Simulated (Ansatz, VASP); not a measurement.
Two plane-wave programs on ScAl3

```xyz
4
Lattice="-1.9957 1.9957 4.3698 1.9957 -1.9957 4.3698 1.9957 1.9957 -4.3698" Properties=species:S:1:pos:R:3 pbc="T T T"
Sc    0.0000    0.0000    0.0000
Al    0.0000    1.9957    2.1849
Al    1.9957    0.0000    2.1849
Al    0.0000    0.0000    4.3698
```

Alike in both runs: functional PBEsol; k mesh 14 × 14 × 14; occupations gaussian, width 0.1 eV; no spin polarisation.

Ansatz relaxed the structure, and its values are those at the end. VASP's run is a single point on that final structure, the one shown.

```csv
,VASP,Ansatz
version,VASP 6.6.1,Ansatz 0.2.0
potentials or method,"VASP PAW PBE potentials, release 64 (Sc_sv, Al), cutoff 520 eV","scalar-relativistic, plane waves, PAW"
valence electrons in the cell,20,20
```

Ansatz gave:

| Item | Value |
| --- | --- |
| gap on the k mesh at the Fermi level (eV) | none |
| pressure (GPa) | 0.0 |

**Question.** What did VASP give for the same quantities?

**Answer.** gap on the k mesh at the Fermi level (eV): none; pressure (GPa): 0.1.

VASP's potentials were made for PBE, not for PBEsol. A gap of «none» marks a metal or a gap that the smearing closes.
